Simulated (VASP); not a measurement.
**MoS2: single point with PBE+D3(BJ)**

MoS2:

```
Mo S
1.0
     3.14935    0.00000    0.00000
    -1.57468    2.72742    0.00000
     0.00000    0.00000   12.09075
Mo S
2 4
Direct
  0.33333 0.66667 0.26072
  0.66667 0.33333 0.73928
  0.33333 0.66667 0.63703
  0.66667 0.33333 0.10395
  0.33333 0.66667 0.89605
  0.66667 0.33333 0.36297
```

This cell differs from its parent crystal: atoms displaced along a vibrational mode.

- Program: VASP 6.6.1
- Task: single point
- Functional: PBE
- Dispersion: D3(BJ)
- Potentials or basis: VASP PAW PBE potentials, release 64 (Mo_sv, S)
- Cutoff: 520 eV
- k mesh: 12 × 12 × 4
- Occupations: gaussian, width 0.05 eV
- Spin: no spin polarisation

```
Pressure                   : 9.7 GPa
Largest force              : 8.661 eV/Å
Band gap on the k mesh     : zero (bands 26 and 27 overlap by 0.87 eV)
Dispersion energy per atom : -0.437 eV
```

Forces in eV/Å, atoms in the order of the input:
```
Mo   0.000  0.000 -8.661
Mo   0.000  0.000  8.661
S    0.000  0.000 -6.087
S    0.000  0.000  2.959
S    0.000  0.000 -2.959
S    0.000  0.000  6.087
```

Stress tensor (GPa, compression positive):
```
11.50  0.00  0.00
 0.00 11.50  0.00
 0.00  0.00  6.24
```

Levels at points of the mesh, in eV from the Fermi level:
| k point | band 24 | band 25 | band 26 | band 27 | band 28 | band 29 |
| --- | --- | --- | --- | --- | --- | --- |
| (0.00, 0.00, 0.00) | -1.77 | -0.50 | 0.79 | 0.81 | 0.81 | 1.12 |
| (0.50, 0.00, 0.00) | -1.57 | -1.41 | -1.30 | 0.96 | 1.07 | 1.27 |
| (0.00, 0.00, 0.50) | -1.91 | -0.48 | 0.79 | 0.81 | 0.81 | 1.13 |
| (0.50, 0.00, 0.50) | -1.59 | -1.43 | -1.29 | 0.97 | 1.05 | 1.28 |

Wall time 2.5 min on 1 thread of AMD EPYC 9R45 96-Core Processor (Zen 5), on a shared host, peak memory 0.32 GiB.

Caveat: the cell differs from its parent crystal (atoms displaced along a vibrational mode); the stress differs along the axes, from 6 to 11 GPa; forces of over 1 eV/Å act on the atoms, so gaps and moduli don't describe the material at rest.
